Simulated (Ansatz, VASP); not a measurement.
Given: the input of a run of Ansatz 0.2.0 on C.

Contents of input:

```
crystal:
  lattice:
    - [2.439685302, 0.0, 0.0]
    - [-1.219842651, 2.1128294488, 0.0]
    - [0.0, 0.0, 8.4665949023]
  atoms:
    - { symbol: C, position: [0.6666666667, 0.3333333333, 0.0] }
    - { symbol: C, position: [0.3333333333, 0.6666666667, 0.0] }
hamiltonian:
  xc: hse06
  pseudopotentials: { kind: paw }
kpoints:
  mp_grid: { grid: [8, 8, 2] }
scf:
  occupations: { method: fermi_dirac, width: 0.05 }
output:
  forces: true
  stress: true
  eigenvalues: true
```

Q: Set up the same calculation for VASP 6.6.1. Potentials there: VASP PAW PBE potentials, release 64 (C).

A: As run (the cutoff follows the program's own potentials):

Contents of POSCAR:

```
C
1.0
    2.4396853020      0.0000000000      0.0000000000
   -1.2198426510      2.1128294488      0.0000000000
    0.0000000000      0.0000000000      8.4665949023
C
2
Direct
    0.6666666667      0.3333333333      0.0000000000
    0.3333333333      0.6666666667      0.0000000000
```

INCAR.step1

```
  PREC = Accurate
  ENCUT = 520
  EDIFF = 1E-5
  ISMEAR = -1
  SIGMA = 0.05
  LREAL = False
  LASPH = True
  NELM = 60
  ALGO = Normal
  ISIF = 2
  LWAVE = True
  LCHARG = False
  GGA = PE
  NBANDS = 11
```

Contents of INCAR.step2:

```
  PREC = Accurate
  ENCUT = 520
  EDIFF = 1E-7
  ISMEAR = -1
  SIGMA = 0.05
  LREAL = False
  LASPH = True
  NELM = 60
  ALGO = Normal
  ISIF = 2
  LWAVE = False
  LCHARG = False
  GGA = PE
  LHFCALC = True
  HFSCREEN = 0.2079
  PRECFOCK = Normal
  ISTART = 1
  NBANDS = 11
```

The input KPOINTS:

```
Automatic mesh
0
Gamma
  8 8 2
```

Potentials or basis: VASP PAW PBE potentials, release 64 (C).

Command:

```console
$ cat potpaw_PBE.64/C/POTCAR > POTCAR
$ cp INCAR.step1 INCAR
$ mpirun -np 1 vasp_std > vasp.out
$ cp INCAR.step2 INCAR
$ mpirun -np 1 vasp_std > vasp.out
```

Both were run:

|  | VASP | Ansatz | Ansatz less VASP |
| --- | --- | --- | --- |
| gap on the k mesh at the Fermi level (eV) | 2.47 | 2.47 | 0.000 |
| least direct gap on the mesh (eV) | 2.47 | 2.47 | +0.001 |

The functional is the same, so the differences come from potentials, cutoffs and numerics.
